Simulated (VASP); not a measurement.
# Na2HF (P-6m2) in VASP: notebook

The runs below take Na2HF through single point, relaxation of cell and atoms, with PBE.

Program: VASP 6.6.1. These are calculated values, not measurements. Logs are shortened: lines on timing, memory, paths and dates and some standing lists are left out, and cuts for length are marked.

**1. The cell of the first run**

Symmetry: P-6m2, No. 187, hexagonal system. The conventional cell has a = 3.293 Å, b = 3.293 Å, c = 5.781 Å, α = 90.00°, β = 90.00°, γ = 120.00°. Within 3.1 Å of Na (site symmetry 3m) lie 3 F at 2.38 Å and 3 H at 2.40 Å and 2 Na at 2.85 to 2.93 Å. Within 3.2 Å of H (site symmetry -6m2) lie 6 Na at 2.40 Å. Within 3.1 Å of F (site symmetry -6m2) lie 6 Na at 2.38 Å.

**2. Single point, PBE**

Input file INCAR:

```
ALGO     = Normal         # electronic algorithm
EDIFF    = 1E-6           # SCF threshold, eV
ENCUT    = 520            # plane-wave cutoff, eV
GGA      = PE             # functional
ISIF     = 2              # what is computed and relaxed
ISMEAR   = 0              # smearing method
LASPH    = T              # aspherical terms in the spheres
LCHARG   = T              # write CHGCAR
LELF     = T              # ELF
LREAL    = F              # projectors in reciprocal space
LVHAR    = T            
LWAVE    = F              # write WAVECAR
NBANDS   = 19             # bands
NELM     = 100            # most SCF steps
PREC     = Accurate       # precision mode
SIGMA    = 0.02           # smearing width, eV
```

Input file KPOINTS:

```
k-points
0
Gamma
  9 9 4
```

Input file POSCAR:

```
Na2HF
1.0
    3.2934277719      0.0000000000      0.0000000000
   -1.6467138859      2.8521921160      0.0000000000
    0.0000000000      0.0000000000      5.7808303234
Na H F
2 1 1
Direct
    0.6666666667      0.3333333333      0.2538019910
    0.6666666667      0.3333333333      0.7461980090
    0.0000000000      0.0000000000      0.0000000000
    0.3333333333      0.6666666667      0.5000000000
```

Potentials or basis: VASP PAW PBE potentials, release 64 (Na_pv, H, F).

Run with:

```
$ cat potpaw_PBE.64/Na_pv/POTCAR potpaw_PBE.64/H/POTCAR potpaw_PBE.64/F/POTCAR > POTCAR
$ mpirun -np 1 vasp_std > vasp.out
```

OUTCAR:

```text
EDIFF = 1E-6
   ENCUT = 520
   GGA = PE
   ISIF = 2
   ISMEAR = 0
   LASPH = T
   LREAL = F
   NELM = 100
   PREC = Accurate

 ion  position               nearest neighbor table
   1  0.667  0.333  0.254-
   2  0.667  0.333  0.746-
   3  0.000  0.000  0.000-
   4  0.333  0.667  0.500-

  LATTYP: Found a hexagonal cell.
 ALAT       =     3.2934277719
 C/A-ratio  =     1.7552625179

  Lattice vectors:

 A1 = (   3.2934277719,   0.0000000000,   0.0000000000)
 A2 = (  -1.6467138859,   2.8521921160,   0.0000000000)
 A3 = (   0.0000000000,   0.0000000000,   5.7808303234)

Analysis of symmetry for initial positions (statically):
=====================================================================
 Subroutine PRICEL returns:
 Original cell was already a primitive cell.

 Routine SETGRP: Setting up the symmetry group for a
 hexagonal supercell.

 Subroutine GETGRP returns: Found 12 space group operations
 (whereof 12 operations were pure point group operations)
 out of a pool of 24 trial point group operations.

The static configuration has the point symmetry D_3h.

Analysis of symmetry for dynamics (positions and initial velocities):
=====================================================================
 Subroutine PRICEL returns:
 Original cell was already a primitive cell.

 Routine SETGRP: Setting up the symmetry group for a
 hexagonal supercell.

 Subroutine GETGRP returns: Found 12 space group operations
 (whereof 12 operations were pure point group operations)
 out of a pool of 24 trial point group operations.

The dynamic configuration has the point symmetry D_3h.

 Subroutine INISYM returns: Found 12 space group operations
 (whereof 12 operations are pure point group operations),
 and found     1 'primitive' translations

----------------------------------------------------------------------------------------

                                     Primitive cell

  volume of cell :      54.3022

  direct lattice vectors                    reciprocal lattice vectors
     3.293427772  0.000000000  0.000000000     0.303635018  0.175303759  0.000000000
    -1.646713886  2.852192116  0.000000000     0.000000000  0.350607518  0.000000000
     0.000000000  0.000000000  5.780830323     0.000000000  0.000000000  0.172985530

  length of vectors
     3.293427772  3.293427772  5.780830323     0.350607518  0.350607518  0.172985530

  position of ions in fractional coordinates (direct lattice)
     0.666666667  0.333333333  0.253801991
     0.666666667  0.333333333  0.746198009
     0.000000000  0.000000000  0.000000000
     0.333333333  0.666666667  0.500000000

  ion indices of the primitive-cell ions
   primitive index   ion index
                 1           1
                 2           2
                 3           3
                 4           4

----------------------------------------------------------------------------------------

 KPOINTS: k-points

Automatic generation of k-mesh.
 Grid dimensions read from file:
 generate k-points for:    9    9    4

 Generating k-lattice:

  Cartesian coordinates                     Fractional coordinates (reciprocal lattice)
     0.033737224  0.019478195  0.000000000     0.111111111 -0.000000000  0.000000000
     0.000000000  0.038956391  0.000000000     0.000000000  0.111111111  0.000000000
     0.000000000  0.000000000  0.043246383     0.000000000  0.000000000  0.250000000

  Length of vectors
     0.038956391  0.038956391  0.043246383

  Shift w.r.t. Gamma in fractional coordinates (k-lattice)
     0.000000000  0.000000000  0.000000000

 Subroutine IBZKPT returns following result:
 ===========================================

 Found     36 irreducible k-points:

 Following reciprocal coordinates:
            Coordinates               Weight
  0.000000  0.000000  0.000000      1.000000
  0.111111  0.000000  0.000000      6.000000
  0.222222 -0.000000  0.000000      6.000000
  0.333333  0.000000  0.000000      6.000000
  0.444444 -0.000000  0.000000      6.000000
  0.111111  0.111111  0.000000      6.000000
[... 16 lines left out ...]
  0.333333  0.222222  0.250000     24.000000
  0.333333  0.333333  0.250000      4.000000
 [... further k-points ...]
   k-points           NKPTS =     36   k-points in BZ     NKDIM =     36   number of bands    NBANDS=     19
   number of dos      NEDOS =    301   number of ions     NIONS =      4
   total plane-waves  NPLWV =  27648
   dimension x,y,z NGX =    24 NGY =   24 NGZ =   48
   dimension x,y,z NGXF=    48 NGYF=   48 NGZF=   96
   ions per type =               2   1   1
   NGX,Y,Z   is equivalent  to a cutoff of  12.11, 12.11, 13.80 a.u.
   NGXF,Y,Z  is equivalent  to a cutoff of  24.23, 24.23, 27.61 a.u.
 SYSTEM =  unknown system
   PREC   = accura    normal or accurate (medium, high low for compatibility)
   ISTART =      0    job   : 0-new  1-cont  2-samecut
   ICHARG =      2    charge: 1-file 2-atom 10-const
   ISPIN  =      1    spin polarized calculation?
   LNONCOLLINEAR =      F non collinear calculations
   LSORBIT =      F    spin-orbit coupling
   LASPH  =      T    aspherical Exc in radial PAW
   ENCUT  =  520.0 eV  38.22 Ry    6.18 a.u.   6.12  6.12 10.75*2*pi/ulx,y,z
   NELM   =    100;   NELMIN=  2; NELMDL= -5     # of ELM steps
   EDIFF  = 0.1E-05   stopping-criterion for ELM
   LREAL  =      F    real-space projection
   EDIFFG = 0.1E-04   stopping-criterion for IOM
   NSW    =      0    number of steps for IOM
   IBRION =     -1    ionic relax: 0-MD 1-quasi-New 2-CG
   NFREE  =      0    steps in history (QN), initial steepest desc. (CG)
   ISIF   =      2    stress and relaxation
   ISYM   =      2    0-nonsym 1-usesym 2-fastsym
   POTIM  = 0.5000    time-step for ionic-motion
   TEBEG  =    0.0;   TEEND  =   0.0 temperature during run
   PSTRESS=    0.0 pullay stress
   NELECT =      22.0000    total number of electrons
   NUPDOWN=      -1.0000    fix difference up-down
   EMIN   =  10.00;   EMAX   =-10.00  energy-range for DOS
   EFERMI =   0.00;   METHOD = LEGACY
   ISMEAR =     0;   SIGMA  =   0.02  broadening in eV -4-tet -1-fermi 0-gaus
   EFERMI_NEDOS =   21; number of points for ismear=-14 and -15
   IALGO  =     38    algorithm
   IMIX   =      4    mixing-type and parameters
     AMIX     =   0.40;   BMIX     =  1.00
     AMIX_MAG =   1.60;   BMIX_MAG =  1.00
  volume/ion in A,a.u.               =      13.58        91.61
  Fermi-wavevector in a.u.,A,eV,Ry     =   1.211370  2.289157 19.965412  1.467416
  Thomas-Fermi vector in A             =   2.346887
   LORBIT       =      0    0 simple, 1 ext, 2 COOP (PROOUT), +10 PAW based schemes
   GGA     = PE    functional components
   LHFCALC =     F    Hartree Fock is set to
   AEXX    =    0.0000 exact exchange contribution
   IVDW    =     0    specifies the selected vdW correction
   LEPSILON=     F    determine dielectric tensor
   LRPA    =     F    only Hartree local field effects (RPA)
 non-spin polarized calculation
 Gauss-broadening in eV      SIGMA  =   0.02
  energy-cutoff  :      520.00
  volume of cell :       54.30
 maximum number of plane-waves:      1488
   NGX = 13   NGY = 13   NGZ = 21

 number of electron      21.9999989 magnetization

 Free energy of the ion-electron system (eV)
  ---------------------------------------------------
  ext. energy  EPLUGINS =         0.00000000
  ---------------------------------------------------
  free energy    TOTEN  =       -13.46205099 eV

  energy without entropy =      -13.46205099  energy(sigma->0) =      -13.46205099

 E-fermi :  -0.2058     XC(G=0):  -8.3185

 val. band max:       -0.3154116944   @ k =   0.3333   0.3333   0.0000
 cond. band min:       2.8772287829   @ k =   0.0000   0.0000   0.5000
 fundamental gap:      3.1926404773
 Fermi energy:        -0.2058467735

 k-point     1 :       0.0000    0.0000    0.0000
  band No.  band energies     occupation
      1     -22.9390      2.00000
      2     -22.4888      2.00000
      3     -22.4888      2.00000
      4     -22.4659      2.00000
      5     -22.4659      2.00000
      6     -22.4427      2.00000
[... 11 lines left out ...]
     18      17.1606      0.00000
     19      17.1607      0.00000

 k-point     2 :       0.1111    0.0000    0.0000
  band No.  band energies     occupation
      1     -22.9251      2.00000
      2     -22.5132      2.00000
      3     -22.4916      2.00000
      4     -22.4770      2.00000
      5     -22.4684      2.00000
      6     -22.4413      2.00000
[... 11 lines left out ...]
     18      16.1752      0.00000
     19      16.2557      0.00000

 k-point     3 :       0.2222   -0.0000    0.0000
  band No.  band energies     occupation
      1     -22.8919      2.00000
      2     -22.5663      2.00000
      3     -22.5049      2.00000
      4     -22.4989      2.00000
      5     -22.4745      2.00000
      6     -22.4378      2.00000
[... 11 lines left out ...]
     18      14.0332      0.00000
     19      16.0239      0.00000

 k-point     4 :       0.3333    0.0000    0.0000
  band No.  band energies     occupation
      1     -22.8610      2.00000
      2     -22.6105      2.00000
      3     -22.5364      2.00000
      4     -22.5071      2.00000
      5     -22.4815      2.00000
      6     -22.4339      2.00000
[... 407 lines left out ...]
     18      14.7692      0.00000
     19      15.1352      0.00000

 k-point    23 :       0.3333    0.2222    0.2500
  band No.  band energies     occupation
      1     -22.8161      2.00000
      2     -22.6016      2.00000
      3     -22.5528      2.00000
      4     -22.5417      2.00000
      5     -22.5139      2.00000
      6     -22.4599      2.00000
[... 11 lines left out ...]
     18      14.0450      0.00000
     19      15.4790      0.00000

 k-point    24 :       0.3333    0.3333    0.2500
  band No.  band energies     occupation
      1     -22.8056      2.00000
      2     -22.6028      2.00000
      3     -22.5573      2.00000
      4     -22.5389      2.00000
      5     -22.5326      2.00000
      6     -22.4587      2.00000
[... 11 lines left out ...]
     18      13.8493      0.00000
     19      15.0375      0.00000

 [... further k-points ...]

------------------------ aborting loop because EDIFF is reached ----------------------------------------

  FORCE on cell =-STRESS in cart. coord.  units (eV):
  Direction    XX          YY          ZZ          XY          YZ          ZX
  --------------------------------------------------------------------------------------
  -------------------------------------------------------------------------------------
  Total       -0.0392809     -0.0392809     -0.0421911     -0.0000000      0.0000000      0.0000000
  in kB       -1.1589786     -1.1589786     -1.2448424     -0.0000000      0.0000000      0.0000000
  external PRESSURE =      -1.1875999 kB  Pullay stress =       0.0000000 kB

 VOLUME and BASIS-vectors are now :
 -----------------------------------------------------------------------------
  energy-cutoff  :      520.00
  volume of cell :       54.30
      direct lattice vectors                 reciprocal lattice vectors
     3.293427772  0.000000000  0.000000000     0.303635018  0.175303759  0.000000000
    -1.646713886  2.852192116  0.000000000     0.000000000  0.350607518  0.000000000
     0.000000000  0.000000000  5.780830323     0.000000000  0.000000000  0.172985530

 POSITION                                       TOTAL-FORCE (eV/Angst)
 -----------------------------------------------------------------------------------
      1.64671      0.95073      1.46719        -0.000000      0.000000     -0.003557
      1.64671      0.95073      4.31364        -0.000000     -0.000000      0.003557
      0.00000      0.00000      0.00000         0.000000     -0.000000      0.000000
     -0.00000      1.90146      2.89042         0.000000     -0.000000      0.000000
 -----------------------------------------------------------------------------------
    total drift:                               -0.000000      0.000000      0.000000

  FREE ENERGIE OF THE ION-ELECTRON SYSTEM (eV)
  ---------------------------------------------------
  free  energy   TOTEN  =       -13.4620509884 eV

  energy  without entropy=      -13.4620509884  energy(sigma->0) =      -13.46205099
```

Run time: 12 s. Hardware: 1 thread of Intel Xeon 6975P-C (Granite Rapids), shared host; peak memory 0.17 GiB.

What came out:

| Property | Result |
| --- | --- |
| Free energy | -13.4621 eV |
| Pressure | -0.1 GPa |
| Largest force | 0.004 eV/Å |
| Band gap on the k mesh | 3.19 eV, indirect (least direct gap 5.12 eV) |

Forces on the atoms (eV/Å):
```
Na   0.000  0.000 -0.004
Na   0.000  0.000  0.004
H    0.000  0.000  0.000
F    0.000  0.000  0.000
```

**3. Relaxation of cell and atoms, PBE**

This run uses another cell than the first one, of 15.46 Å³/atom, 1.139 times its volume.

Input file INCAR:

```
SYSTEM = Na2HF
PREC     = Accurate       ! precision mode
ENCUT    = 600            ! plane-wave cutoff, eV
EDIFF    = 1E-6           ! SCF threshold, eV
ISMEAR   = 0              ! smearing method
SIGMA    = 0.1            ! smearing width, eV
LREAL    = .False.        ! projectors in reciprocal space
LASPH    = .True.         ! aspherical terms in the spheres
NELM     = 60             ! most SCF steps
ALGO     = Normal         ! electronic algorithm
ISIF     = 3              ! what is computed and relaxed
LWAVE    = .False.        ! write WAVECAR
LCHARG   = .False.        ! write CHGCAR
GGA      = PE             ! functional
IBRION   = 2              ! ionic algorithm
NSW      = 90             ! ionic steps
EDIFFG   = -0.04          ! ionic threshold
```

Input file KPOINTS:

```
regular mesh
0
Gamma
  6 6 4
  0 0 0
```

Input file POSCAR:

```
Na2HF
1.0
    3.5186492800      0.0000000000      0.0000000000
   -1.7593246400      3.0472396600      0.0000000000
    0.0000000000      0.0000000000      5.7659106900
Na H F
2 1 1
Direct
    0.6666666700      0.3333333300      0.2951185800
    0.6666666700      0.3333333300      0.7048814200
    0.0000000000      0.0000000000      0.0000000000
    0.3333333300      0.6666666700      0.5000000000
```

Potentials or basis: VASP PAW PBE potentials, release 64 (Na_pv, H, F).

Run with:

```
$ cat potpaw_PBE.64/Na_pv/POTCAR potpaw_PBE.64/H/POTCAR potpaw_PBE.64/F/POTCAR > POTCAR
$ mpirun -np 1 vasp_std > vasp.out
```

Run time: 50 s. Hardware: 1 thread of Intel Xeon 6975P-C (Granite Rapids), shared host; peak memory 0.19 GiB.

Results (log left out):

| Quantity | Value |
| --- | --- |
| Free energy | -13.4726 eV |
| Relaxed volume | 13.52 Å³/atom |
| Relaxed cell | a = 3.285 Å, b = 3.285 Å, c = 5.787 Å, α = 90.00°, β = 90.00°, γ = 120.00° |
| Space group after relaxing (to 0.05 Å) | P-6m2 (No. 187) |
| Energy gained by relaxing | 117.4 meV/atom |
| Ionic steps | 8 |
| Pressure after relaxing | -0.1 GPa |
| Largest force after relaxing | 0.032 eV/Å |
| Band gap on the k mesh | 3.21 eV, indirect (least direct gap 5.05 eV) |

Forces on the atoms (eV/Å):
```
Na   0.000  0.000  0.032
Na   0.000  0.000 -0.032
H    0.000  0.000  0.000
F    0.000  0.000  0.000
```

Stress tensor (GPa, compression positive):
```
-0.03  0.00  0.00
 0.00 -0.03  0.00
 0.00  0.00 -0.35
```

Step by step:
```csv
step,energy change (eV),largest force (eV/Å),pressure (GPa),volume (Å³)
1,0.0000,1.5716,-1.59,61.82
2,-0.2383,1.0213,-1.81,60.45
3,-0.4475,0.0182,-1.89,57.66
4,-0.4487,0.0599,-1.84,57.43
5,-0.4661,0.0440,-0.67,55.38
6,-0.4691,0.0368,-0.29,54.55
7,-0.4675,0.0214,0.81,52.91
8,-0.4698,0.0321,-0.14,54.09
```

Final structure:
```
CELL_PARAMETERS angstrom
3.28534 0.00000 0.00000
-1.64267 2.84519 0.00000
0.00000 0.00000 5.78692
ATOMIC_POSITIONS crystal
Na 0.66667 0.33333 0.25291
Na 0.66667 0.33333 0.74709
H 0.00000 0.00000 0.00000
F 0.33333 0.66667 0.50000
```

Levels at points of the mesh, in eV from the valence-band top:
```
           k point  band 7  band 8  band 9  band 10  band 11  band 12  band 13  band 14  band 15
(0.00, 0.00, 0.00)  -21.47   -3.71   -2.82    -2.82    -2.66     5.34     5.65    11.36    13.95
(0.50, 0.00, 0.00)  -21.38   -3.99   -3.35    -3.03    -0.34     4.71     7.99     9.10    10.73
(0.00, 0.00, 0.50)  -21.44   -4.09   -2.82    -2.82    -1.94     3.21     9.55     9.68    12.54
(0.50, 0.00, 0.50)  -21.38   -3.96   -3.37    -3.03    -0.37     5.04     7.16     9.07    11.17
```
